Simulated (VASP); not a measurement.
# TaN (F-43m) in VASP: a series of runs

TaN is run at these levels: r2SCAN+D3(BJ), PBEsol+U, LDA; tasks: single point, relaxation of cell and atoms.

Everything below comes from runs of VASP 6.6.1. Logs are shortened: lines on timing, memory, paths and dates and some standing lists are left out, and cuts for length are marked.

## (1) The cell of the first run

The structure is cubic, space group F-43m (No. 216). Conventional cell: a = 4.721 Å, b = 4.721 Å, c = 4.721 Å, α = 90.00°, β = 90.00°, γ = 90.00°. Ta (site symmetry -43m) has 4 N at 2.04 Å within 2.7 Å. Within 2.7 Å of N (site symmetry -43m) lie 4 Ta at 2.04 Å.

## (2) Single point, r2SCAN+D3(BJ)

Input file POSCAR:

```
TaN
1.0
    0.0000000000      2.3602803434      2.3602803434
    2.3602803434      0.0000000000      2.3602803434
    2.3602803434      2.3602803434      0.0000000000
Ta N
1 1
Direct
    0.0000000000      0.0000000000      0.0000000000
    0.2500000000      0.2500000000      0.2500000000
```

Input file INCAR.step1:

```
SYSTEM = TaN
ALGO = Normal
EDIFF = 1E-4
ENCUT = 520
GGA = PE
ISMEAR = -1
LASPH = .True.
LCHARG = .False.
LREAL = .False.
LWAVE = .True.
NBANDS = 15
NELM = 80
PREC = Accurate
SIGMA = 0.05
```

Input file INCAR.step2:

```
SYSTEM = TaN
ALGO = Normal
EDIFF = 1E-6
ENCUT = 520
ISIF = 2
ISMEAR = -1
ISTART = 1
IVDW = 12
LASPH = .True.
LCHARG = .True.
LELF = .True.
LMIXTAU = .True.
LREAL = .False.
LVHAR = .True.
LWAVE = .False.
METAGGA = R2SCAN
NBANDS = 15
NELM = 80
PREC = Accurate
SIGMA = 0.05
VDW_A1 = 0.49484001
VDW_A2 = 5.73083694
VDW_S6 = 1.0
VDW_S8 = 0.78981345
```

Input file KPOINTS:

```
k-points
0
Gamma
  9 9 9
  0 0 0
```

Potentials or basis: VASP PAW PBE potentials, release 64 (Ta_pv, N).

Run with:

```console
cat potpaw_PBE.64/Ta_pv/POTCAR potpaw_PBE.64/N/POTCAR > POTCAR
cp INCAR.step1 INCAR
mpirun -np 1 vasp_std > vasp.out
cp INCAR.step2 INCAR
mpirun -np 1 vasp_std > vasp.out
```

OUTCAR:

```text
SYSTEM = TaN
   EDIFF = 1E-6
   ENCUT = 520
   ISIF = 2
   ISMEAR = -1
   ISTART = 1
   IVDW = 12
   LASPH = .True.
   LREAL = .False.
   METAGGA = R2SCAN
   NELM = 80
   PREC = Accurate
 IVDW          = 12

 ion  position               nearest neighbor table
   1  0.000  0.000  0.000-   2 2.04   2 2.04   2 2.04   2 2.04
   2  0.250  0.250  0.250-   1 2.04   1 2.04   1 2.04   1 2.04

  LATTYP: Found a face centered cubic cell.
 ALAT       =     4.7205606868

  Lattice vectors:

 A1 = (   0.0000000000,   2.3602803434,   2.3602803434)
 A2 = (   2.3602803434,   0.0000000000,   2.3602803434)
 A3 = (   2.3602803434,   2.3602803434,   0.0000000000)

Analysis of symmetry for initial positions (statically):
=====================================================================
 Subroutine PRICEL returns:
 Original cell was already a primitive cell.

 Routine SETGRP: Setting up the symmetry group for a
 face centered cubic supercell.

 Subroutine GETGRP returns: Found 24 space group operations
 (whereof 24 operations were pure point group operations)
 out of a pool of 48 trial point group operations.

The static configuration has the point symmetry T_d .

Analysis of symmetry for dynamics (positions and initial velocities):
=====================================================================
 Subroutine PRICEL returns:
 Original cell was already a primitive cell.

 Routine SETGRP: Setting up the symmetry group for a
 face centered cubic supercell.

 Subroutine GETGRP returns: Found 24 space group operations
 (whereof 24 operations were pure point group operations)
 out of a pool of 48 trial point group operations.

The dynamic configuration has the point symmetry T_d .

 Subroutine INISYM returns: Found 24 space group operations
 (whereof 24 operations are pure point group operations),
 and found     1 'primitive' translations

----------------------------------------------------------------------------------------

                                     Primitive cell

  volume of cell :      26.2979

  direct lattice vectors                    reciprocal lattice vectors
     0.000000000  2.360280343  2.360280343    -0.211839242  0.211839242  0.211839242
     2.360280343  0.000000000  2.360280343     0.211839242 -0.211839242  0.211839242
     2.360280343  2.360280343  0.000000000     0.211839242  0.211839242 -0.211839242

  length of vectors
     3.337940473  3.337940473  3.337940473     0.366916331  0.366916331  0.366916331

  position of ions in fractional coordinates (direct lattice)
     0.000000000  0.000000000  0.000000000
     0.250000000  0.250000000  0.250000000

  ion indices of the primitive-cell ions
   primitive index   ion index
                 1           1
                 2           2

----------------------------------------------------------------------------------------

 KPOINTS: k-points

Automatic generation of k-mesh.
 Grid dimensions read from file:
 generate k-points for:    9    9    9

 Generating k-lattice:

  Cartesian coordinates                     Fractional coordinates (reciprocal lattice)
    -0.023537694  0.023537694  0.023537694     0.111111111  0.000000000  0.000000000
     0.023537694 -0.023537694  0.023537694     0.000000000  0.111111111  0.000000000
     0.023537694  0.023537694 -0.023537694     0.000000000  0.000000000  0.111111111

  Length of vectors
     0.040768481  0.040768481  0.040768481

  Shift w.r.t. Gamma in fractional coordinates (k-lattice)
     0.000000000  0.000000000  0.000000000

 Subroutine IBZKPT returns following result:
 ===========================================

 Found     35 irreducible k-points:

 Following reciprocal coordinates:
            Coordinates               Weight
  0.000000  0.000000  0.000000      1.000000
  0.111111  0.000000  0.000000      8.000000
  0.222222  0.000000  0.000000      8.000000
  0.333333  0.000000  0.000000      8.000000
  0.444444  0.000000  0.000000      8.000000
  0.111111  0.111111  0.000000      6.000000
[... 16 lines left out ...]
 -0.333333  0.333333  0.000000     12.000000
  0.444444  0.444444  0.000000      6.000000
 [... further k-points ...]
   k-points           NKPTS =     35   k-points in BZ     NKDIM =     35   number of bands    NBANDS=     15
   number of dos      NEDOS =    301   number of ions     NIONS =      2
   total plane-waves  NPLWV =  21952
   dimension x,y,z NGX =    28 NGY =   28 NGZ =   28
   dimension x,y,z NGXF=    56 NGYF=   56 NGZF=   56
   ions per type =               1   1
   NGX,Y,Z   is equivalent  to a cutoff of  13.95, 13.95, 13.95 a.u.
   NGXF,Y,Z  is equivalent  to a cutoff of  27.89, 27.89, 27.89 a.u.
 SYSTEM =  TaN
   PREC   = accura    normal or accurate (medium, high low for compatibility)
   ISTART =      1    job   : 0-new  1-cont  2-samecut
   ICHARG =      0    charge: 1-file 2-atom 10-const
   ISPIN  =      1    spin polarized calculation?
   LNONCOLLINEAR =      F non collinear calculations
   LSORBIT =      F    spin-orbit coupling
   LASPH  =      T    aspherical Exc in radial PAW
   ENCUT  =  520.0 eV  38.22 Ry    6.18 a.u.   6.21  6.21  6.21*2*pi/ulx,y,z
   NELM   =     80;   NELMIN=  2; NELMDL=  0     # of ELM steps
   EDIFF  = 0.1E-05   stopping-criterion for ELM
   LREAL  =      F    real-space projection
   EDIFFG = 0.1E-04   stopping-criterion for IOM
   NSW    =      0    number of steps for IOM
   IBRION =     -1    ionic relax: 0-MD 1-quasi-New 2-CG
   NFREE  =      0    steps in history (QN), initial steepest desc. (CG)
   ISIF   =      2    stress and relaxation
   ISYM   =      2    0-nonsym 1-usesym 2-fastsym
   POTIM  = 0.5000    time-step for ionic-motion
   TEBEG  =    0.0;   TEEND  =   0.0 temperature during run
   PSTRESS=    0.0 pullay stress
   NELECT =      16.0000    total number of electrons
   NUPDOWN=      -1.0000    fix difference up-down
   EMIN   =  10.00;   EMAX   =-10.00  energy-range for DOS
   EFERMI =   0.00;   METHOD = LEGACY
   ISMEAR =    -1;   SIGMA  =   0.05  broadening in eV -4-tet -1-fermi 0-gaus
   EFERMI_NEDOS =   21; number of points for ismear=-14 and -15
   IALGO  =     38    algorithm
   IMIX   =      4    mixing-type and parameters
     AMIX     =   0.40;   BMIX     =  1.00
     AMIX_MAG =   1.60;   BMIX_MAG =  1.00
  volume/ion in A,a.u.               =      13.15        88.73
  Fermi-wavevector in a.u.,A,eV,Ry     =   1.387207  2.621441 26.182275  1.924343
  Thomas-Fermi vector in A             =   2.511450
   LORBIT       =      0    0 simple, 1 ext, 2 COOP (PROOUT), +10 PAW based schemes
   METAGGA = R2SCAN    functional components
   LHFCALC =     F    Hartree Fock is set to
   AEXX    =    0.0000 exact exchange contribution
   IVDW    =    12    specifies the selected vdW correction
   LEPSILON=     F    determine dielectric tensor
   LRPA    =     F    only Hartree local field effects (RPA)
 non-spin polarized calculation
  energy-cutoff  :      520.00
  volume of cell :       26.30
 maximum number of plane-waves:       725
 NGX is ok and might be reduce to    28
   NGX = 13   NGY = 13   NGZ = 13

 number of electron      16.0000000 magnetization

 Free energy of the ion-electron system (eV)
  ---------------------------------------------------
  ext. energy  EPLUGINS =         0.00000000
  ---------------------------------------------------
  free energy    TOTEN  =       -59.38361242 eV

  energy without entropy =      -59.37355344  energy(sigma->0) =      -59.37858293

 E-fermi :   7.1477     XC(G=0): -12.9273

 val. band max:        7.1287001307   @ k =  -0.3333   0.4444   0.2222
 cond. band min:       7.1802807914   @ k =  -0.3333   0.2222   0.0000
 fundamental gap:      0.0515806606
 Fermi energy:         7.1477134238

 k-point     1 :       0.0000    0.0000    0.0000
  band No.  band energies     occupation
      1     -29.8884      2.00000
      2     -29.8884      2.00000
      3     -29.8884      2.00000
      4     -11.7142      2.00000
      5      -0.4374      2.00000
      6      -0.4374      2.00000
      7      -0.4374      2.00000
      8       5.9638      2.00000
      9       7.6861      0.00004
     10       7.6861      0.00004
     11      13.1599      0.00000
     12      13.1599      0.00000
     13      13.1599      0.00000
     14      16.9188      0.00000
     15      21.2649      0.00000

 k-point     2 :       0.1111    0.0000    0.0000
  band No.  band energies     occupation
      1     -29.9493      2.00000
      2     -29.8965      2.00000
      3     -29.8965      2.00000
      4     -11.5526      2.00000
      5      -0.6560      2.00000
      6      -0.3305      2.00000
      7      -0.3305      2.00000
      8       6.6318      1.99993
      9       7.5156      0.00127
     10       7.5156      0.00127
     11      12.8102      0.00000
     12      13.3703      0.00000
     13      13.3703      0.00000
     14      16.9182      0.00000
     15      19.2248      0.00000

 k-point     3 :       0.2222    0.0000    0.0000
  band No.  band energies     occupation
      1     -30.1001      2.00000
      2     -29.9168      2.00000
      3     -29.9168      2.00000
      4     -11.1631      2.00000
      5      -0.9222      2.00000
      6      -0.0799      2.00000
      7      -0.0799      2.00000
      8       7.3363      0.04496
      9       7.3363      0.04495
     10       7.9388      0.00000
     11      12.2024      0.00000
     12      13.4219      0.00000
     13      13.4219      0.00000
     14      16.4659      0.00000
     15      16.9269      0.00000
[... 343 lines left out ...]
 k-point    23 :      -0.3333    0.3333    0.0000
  band No.  band energies     occupation
      1     -30.2856      2.00000
      2     -30.1683      2.00000
      3     -30.0041      2.00000
      4     -10.1699      2.00000
      5      -0.5838      2.00000
      6       0.7200      2.00000
      7       1.1049      2.00000
      8       4.7506      2.00000
      9       7.6432      0.00010
     10       8.5495      0.00000
     11      11.7957      0.00000
     12      12.1813      0.00000
     13      15.9202      0.00000
     14      16.9044      0.00000
     15      17.2090      0.00000

 k-point    24 :       0.4444    0.4444    0.0000
  band No.  band energies     occupation
      1     -30.3693      2.00000
      2     -30.0544      2.00000
      3     -30.0544      2.00000
      4     -10.1322      2.00000
      5      -1.7772      2.00000
      6       1.7746      2.00000
      7       1.7746      2.00000
      8       4.4292      2.00000
      9       8.5595      0.00000
     10       9.4666      0.00000
     11      10.4979      0.00000
     12      10.4979      0.00000
     13      16.2969      0.00000
     14      16.9259      0.00000
     15      19.4984      0.00000

 [... further k-points ...]

------------------------ aborting loop because EDIFF is reached ----------------------------------------

 Edisp (eV)   -0.36013

 E8    (eV) :    -0.1335

  FORCE on cell =-STRESS in cart. coord.  units (eV):
  Direction    XX          YY          ZZ          XY          YZ          ZX
  --------------------------------------------------------------------------------------
  -------------------------------------------------------------------------------------
  Total       0.18995     0.18995     0.18995    -0.00000     0.00000    -0.00000
  in kB      11.57279    11.57279    11.57279    -0.00000     0.00000    -0.00000
  external pressure =       11.57 kB  Pullay stress =        0.00 kB

 VOLUME and BASIS-vectors are now :
 -----------------------------------------------------------------------------
  energy-cutoff  :      520.00
  volume of cell :       26.30
      direct lattice vectors                 reciprocal lattice vectors
     0.000000000  2.360280343  2.360280343    -0.211839242  0.211839242  0.211839242
     2.360280343  0.000000000  2.360280343     0.211839242 -0.211839242  0.211839242
     2.360280343  2.360280343  0.000000000     0.211839242  0.211839242 -0.211839242

 POSITION                                       TOTAL-FORCE (eV/Angst)
 -----------------------------------------------------------------------------------
      0.00000      0.00000      0.00000        -0.000000     -0.000000      0.000000
      1.18014      1.18014      1.18014         0.000000      0.000000     -0.000000
 -----------------------------------------------------------------------------------
    total drift:                                0.000000      0.000000      0.000000

  FREE ENERGIE OF THE ION-ELECTRON SYSTEM (eV)
  ---------------------------------------------------
  free  energy   TOTEN  =       -59.7437434504 eV

  energy  without entropy=      -59.7336844722  energy(sigma->0) =      -59.73871396
```

Wall time 55 s (1 thread of Intel Xeon 6975P-C, shared host); peak memory 0.18 GiB.

Results:

* Free energy: -59.7437 eV
* Pressure: 1.2 GPa
* Band gap on the k mesh: zero (band 8 reaches 7.60 eV, above the bottom of band 9 at 7.12 eV)
* Dispersion energy per atom: -0.180 eV

Caveat: the PAW data sets were made with another functional, which shifts forces and pressure a little; spin-orbit coupling is left out, which moves the levels of the heavy elements; pairwise dispersion overbinds metals, which lowers pressure and volume.

## (3) Single point, PBEsol+U

This run uses another cell than the first one, of 13.70 Å³/atom, 1.042 times its volume.

Input file INCAR:

```
ALGO = Normal
EDIFF = 1E-6
ENCUT = 520
GGA = PS
ISIF = 2
ISMEAR = -1
LASPH = True
LCHARG = False
LDAU = True
LDAUJ = 0 0
LDAUL = 2 -1
LDAUPRINT = 1
LDAUTYPE = 2
LDAUU = 8 0
LMAXMIX = 4
LREAL = False
LWAVE = False
NBANDS = 15
NELM = 150
PREC = Accurate
SIGMA = 0.05
```

Input file KPOINTS:

```
k-points
0
Gamma
  9 9 9
```

Input file POSCAR:

```
TaN
1.0
    0.0000000000      2.3926275664      2.3926275664
    2.3926275664      0.0000000000      2.3926275664
    2.3926275664      2.3926275664      0.0000000000
Ta N
1 1
Direct
    0.0000000000      0.0000000000      0.0000000000
    0.2500000000      0.2500000000      0.2500000000
```

Potentials or basis: VASP PAW PBE potentials, release 64 (Ta_pv, N).

Run with:

```console
cat potpaw_PBE.64/Ta_pv/POTCAR potpaw_PBE.64/N/POTCAR > POTCAR
mpirun -np 1 vasp_std > vasp.out
```

Wall time 17 s (1 thread of Intel Xeon 6975P-C, shared host); peak memory 0.16 GiB.

The run converged. Its results:

```yaml
Free_energy: -15.8908 eV
Pressure: 8.3 GPa
Band_gap_on_the_k_mesh: zero (band 8 reaches 8.13 eV, above the bottom of band 9 at 7.61 eV)
```

Levels at points of the mesh, in eV from the Fermi level:
```tsv
k point	band 5	band 6	band 7	band 8	band 9	band 10	band 11	band 12
(0.00, 0.00, 0.00)	-7.20	-7.20	-7.20	-2.16	1.11	1.11	5.14	5.14
```

Eigenvalues of the final occupation matrices:
| site | spin | trace | eigenvalues |
| --- | --- | --- | --- |
| site 1 d | 1 | 1.01 | 0.12 0.12 0.26 0.26 0.26 |
| site 1 d | 2 | 1.01 | 0.12 0.12 0.26 0.26 0.26 |

Caveat: the PAW data sets were made with another functional, which shifts forces and pressure a little; spin-orbit coupling is left out, which moves the levels of the heavy elements; U without spin polarisation on a metal has little footing.

## (4) Relaxation of cell and atoms, LDA

This run uses another cell than the first one, of 15.46 Å³/atom, 1.176 times its volume.

Input file INCAR:

```
SYSTEM = TaN
PREC     = Accurate       ! precision mode
ENCUT    = 600            ! plane-wave cutoff, eV
EDIFF    = 1E-6           ! SCF threshold, eV
ISMEAR   = -1             ! smearing method
SIGMA    = 0.05           ! smearing width, eV
LREAL    = .False.        ! projectors in reciprocal space
LASPH    = .True.         ! aspherical terms in the spheres
NELM     = 60             ! most SCF steps
ALGO     = Normal         ! electronic algorithm
ISIF     = 3              ! what is computed and relaxed
LWAVE    = .False.        ! write WAVECAR
LCHARG   = .False.        ! write CHGCAR
GGA      = CA             ! functional
IBRION   = 2              ! ionic algorithm
NSW      = 60             ! ionic steps
EDIFFG   = -0.01          ! ionic threshold
```

Input file KPOINTS:

```
Automatic mesh
0
Gamma
  9 9 9
  0 0 0
```

Input file POSCAR:

```
TaN
1.0
    0.0000000000      2.4911437700      2.4911437700
    2.4911437700      0.0000000000      2.4911437700
    2.4911437700      2.4911437700      0.0000000000
Ta N
1 1
Direct
    0.0000000000      0.0000000000      0.0000000000
    0.2500000000      0.2500000000      0.2500000000
```

Potentials or basis: VASP PAW LDA potentials, release 64 (Ta_pv, N).

Run with:

```console
cat potpaw_LDA.64/Ta_pv/POTCAR potpaw_LDA.64/N/POTCAR > POTCAR
mpirun -np 1 vasp_std > vasp.out
```

Run time: 45 s. Hardware: 1 thread of Intel Xeon 6975P-C, shared host; peak memory 0.17 GiB.

Results (log left out):

* Free energy: -23.5956 eV
* Relaxed volume: 12.91 Å³/atom
* Relaxed cell: a = 3.318 Å, b = 3.318 Å, c = 3.318 Å, α = 60.00°, β = 60.00°, γ = 60.00°
* Space group after relaxing (to 0.05 Å): F-43m (No. 216)
* Energy gained by relaxing: 315.0 meV/atom
* Ionic steps: 5
* Pressure after relaxing: 0.1 GPa
* Band gap on the k mesh: zero (band 8 reaches 7.64 eV, above the bottom of band 9 at 6.97 eV)

The path:
| step | energy change (eV) | largest force (eV/Å) | pressure (GPa) | volume (Å³) |
| --- | --- | --- | --- | --- |
| 1 | 0.0000 | 0.0000 | -33.86 | 30.92 |
| 2 | 2.5399 | 0.0000 | 183.50 | 18.48 |
| 3 | -0.6212 | 0.0000 | -5.31 | 26.36 |
| 4 | -0.6290 | 0.0000 | -1.89 | 26.01 |
| 5 | -0.6301 | 0.0000 | 0.06 | 25.82 |

Final structure:
```
Ta N
1.0
     0.00000    2.34600    2.34600
     2.34600    0.00000    2.34600
     2.34600    2.34600    0.00000
Ta N
1 1
Direct
  0.00000 0.00000 0.00000
  0.25000 0.25000 0.25000
```

Levels at points of the mesh, in eV from the Fermi level:
| k point | band 6 | band 7 | band 8 | band 9 | band 10 | band 11 |
| --- | --- | --- | --- | --- | --- | --- |
| (0.00, 0.00, 0.00) | -7.14 | -7.14 | -0.90 | 0.49 | 0.49 | 5.96 |

Caveat: the volume moved by over 15 % at a fixed basis, so the end points are rough; spin-orbit coupling is left out, which moves the levels of the heavy elements.

## (5) Summary

```csv
task,level,potentials or basis,U,cell,cutoff (eV),gap on the mesh (eV),pressure (GPa)
single point,r2SCAN+D3(BJ),"VASP PAW PBE potentials, release 64 (Ta_pv, N)",-,"a = 3.338 Å, angles 60.0°, 2 atoms",520,none,1.2
single point,PBEsol+U,"VASP PAW PBE potentials, release 64 (Ta_pv, N)",Ta d U = 8.0 eV,"a = 3.384 Å, angles 60.0°, 2 atoms",520,none,8.3
relaxation of cell and atoms,LDA,"VASP PAW LDA potentials, release 64 (Ta_pv, N)",-,"relaxed from a = 3.523 Å, angles 60.0°, 2 atoms",600,none,0.1
```

Alike in all rows: no spin polarisation; k mesh 9 × 9 × 9; smearing fermi-dirac 0.05 eV.

Caveats: spin-orbit coupling is left out, which moves the levels of the heavy elements; the PAW data sets were made with another functional, which shifts forces and pressure a little (some runs); pairwise dispersion overbinds metals, which lowers pressure and volume (some runs); U without spin polarisation on a metal has little footing (some runs); the volume moved by over 15 % at a fixed basis, so the end points are rough (some runs).

Total energies depend on the potentials used, so only differences within one code and one set of settings carry meaning.
